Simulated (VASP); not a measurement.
# B17N18 (a cell with a defect): single point with PBE

The system is B17N18 (a cell with a defect).

```
B N
1.0
     3.76827   -6.52684    0.00000
    -7.53654    0.00000    0.00000
     0.00000    0.00000   -8.34316
B N
17 18
Direct
  0.11419 0.55523 0.74917
  0.77437 0.55524 0.74916
  0.44272 0.22252 0.74921
  0.11310 0.22255 0.74922
  0.77706 0.22083 0.74923
  0.44338 0.88479 0.74923
  0.11016 0.88705 0.74921
  0.77470 0.88480 0.74924
  0.55562 0.44478 0.24989
  0.22270 0.44478 0.24989
  0.88912 0.44471 0.24989
  0.55569 0.11127 0.24988
  0.22249 0.11145 0.24988
  0.88912 0.11127 0.24988
  0.55562 0.77771 0.24989
  0.22250 0.77791 0.24988
  0.88895 0.77791 0.24988
  0.44465 0.55575 0.24988
  0.11131 0.55576 0.24988
  0.77799 0.55576 0.24988
  0.44464 0.22241 0.24987
  0.11131 0.22241 0.24987
  0.77798 0.22242 0.24987
  0.44464 0.88909 0.24987
  0.11131 0.88909 0.24986
  0.77799 0.88909 0.24987
  0.56058 0.43599 0.74907
  0.20881 0.43604 0.74911
  0.88780 0.44228 0.74916
  0.55562 0.11020 0.74925
  0.22053 0.10777 0.74927
  0.88790 0.11021 0.74926
  0.56145 0.78963 0.74922
  0.22098 0.77705 0.74920
  0.88935 0.77705 0.74919
```

This cell differs from its parent crystal: atoms taken out, then relaxed in part.

* Program: VASP 6.6.1
* Task: single point
* Functional: PBE
* Potentials or basis: VASP PAW PBE potentials, release 64 (B, N)
* Cutoff: 520 eV
* k mesh: 2 × 2 × 2
* Occupations: gaussian, width 0.01 eV
* Spin: collinear spin
* Dipole correction: no
* Charge: -1
* Further INCAR settings: LREAL = Auto; ALGO = Fast; EDIFF = 1e-06; NBANDS = 98; NELECT = 142.0

```yaml
Largest_force: 0.514 eV/Å
Net_moment: 2.00 μB per cell
Site_moments: B +0.01, -0.01, -0.00, +0.00 (each value once); N -0.00, +0.45, +0.06, +0.01, +0.44 (each value once) μB
Valence_electrons_inside_the_program's_atomic_spheres: B 2.20, 2.21, 2.19, 2.16 (each value once); N 4.02, 3.86, 3.98, 3.99, 3.87 (each value once)
```

Forces in eV/Å, atoms in the order of the input:
```
B   -0.040  0.512  0.000
B    0.426 -0.287  0.001
B    0.335 -0.022  0.000
B    0.151  0.295  0.000
B   -0.057 -0.034  0.001
B   -0.420  0.041  0.001
B   -0.021 -0.012 -0.002
B   -0.171 -0.382  0.000
B    0.007 -0.005  0.000
B    0.000  0.010  0.000
B    0.002  0.001  0.000
B   -0.002 -0.004  0.000
B    0.001  0.004  0.001
B   -0.003 -0.002  0.000
B   -0.005 -0.002  0.000
B   -0.002  0.005  0.000
B    0.001 -0.006  0.000
N   -0.001 -0.001  0.001
N    0.001 -0.003  0.000
N   -0.002  0.003  0.000
N   -0.002 -0.001  0.000
N   -0.002 -0.002  0.000
N    0.001  0.001 -0.001
N    0.004 -0.002  0.000
N    0.001 -0.001 -0.001
N    0.001  0.005  0.000
N   -0.387  0.073 -0.001
N   -0.129 -0.365  0.000
N   -0.370 -0.212 -0.002
N    0.057  0.311  0.000
N   -0.088 -0.050  0.002
N    0.293 -0.102  0.000
N    0.378  0.215 -0.001
N    0.079 -0.090  0.001
N   -0.037  0.110  0.000
```

Levels at points of the mesh, in eV from the Fermi level:
Spin up:
| k point | band 70 | band 71 | band 72 | band 73 | band 74 | band 75 |
| --- | --- | --- | --- | --- | --- | --- |
| (0.00, 0.00, 0.00) | -0.37 | -0.08 | -0.05 | 2.77 | 2.77 | 3.12 |
| (0.50, 0.00, 0.00) | -1.12 | -0.69 | -0.18 | 2.88 | 3.54 | 3.55 |
| (0.00, 0.50, 0.00) | -1.14 | -0.68 | -0.15 | 2.88 | 3.54 | 3.55 |
| (0.50, 0.50, 0.00) | -1.12 | -0.69 | -0.18 | 2.88 | 3.54 | 3.55 |
| (0.00, 0.00, 0.50) | -0.36 | -0.08 | -0.05 | 2.75 | 2.75 | 4.13 |
| (0.50, 0.00, 0.50) | -1.12 | -0.69 | -0.18 | 2.88 | 3.52 | 3.54 |
| (0.00, 0.50, 0.50) | -1.14 | -0.69 | -0.15 | 2.88 | 3.52 | 3.54 |
| (0.50, 0.50, 0.50) | -1.12 | -0.69 | -0.18 | 2.88 | 3.52 | 3.54 |
Spin down:
| k point | band 66 | band 67 | band 68 | band 69 | band 70 | band 71 | band 72 | band 73 | band 74 | band 75 |
| --- | --- | --- | --- | --- | --- | --- | --- | --- | --- | --- |
| (0.00, 0.00, 0.00) | -1.93 | -1.92 | -1.25 | -0.19 | -0.19 | 1.53 | 1.57 | 2.77 | 2.77 | 3.14 |
| (0.50, 0.00, 0.00) | -1.55 | -1.11 | -0.99 | -0.95 | -0.46 | 0.56 | 1.46 | 2.88 | 3.54 | 3.55 |
| (0.00, 0.50, 0.00) | -1.53 | -1.10 | -0.99 | -0.96 | -0.45 | 0.53 | 1.49 | 2.88 | 3.54 | 3.55 |
| (0.50, 0.50, 0.00) | -1.55 | -1.11 | -0.99 | -0.95 | -0.46 | 0.56 | 1.46 | 2.88 | 3.54 | 3.55 |
| (0.00, 0.00, 0.50) | -1.93 | -1.91 | -1.28 | -0.19 | -0.19 | 1.53 | 1.57 | 2.75 | 2.75 | 4.10 |
| (0.50, 0.00, 0.50) | -1.56 | -1.13 | -0.98 | -0.96 | -0.47 | 0.56 | 1.46 | 2.88 | 3.52 | 3.54 |
| (0.00, 0.50, 0.50) | -1.55 | -1.12 | -0.99 | -0.98 | -0.46 | 0.53 | 1.49 | 2.88 | 3.52 | 3.54 |
| (0.50, 0.50, 0.50) | -1.56 | -1.13 | -0.98 | -0.96 | -0.47 | 0.56 | 1.46 | 2.88 | 3.52 | 3.54 |

It took 9.3 min on 4 MPI ranks on Oxide Virtual Turin-like Processor, with other jobs on the host, peak memory 0.49 GiB a rank.

Caveat: the k points lie up to 0.48 Å⁻¹ apart; the cell carries a net charge on a neutralising background, which shifts energy and pressure; the cell differs from its parent crystal (atoms taken out, then relaxed in part); the cell is charged against a uniform background, so pressure and absolute levels hang on convention.
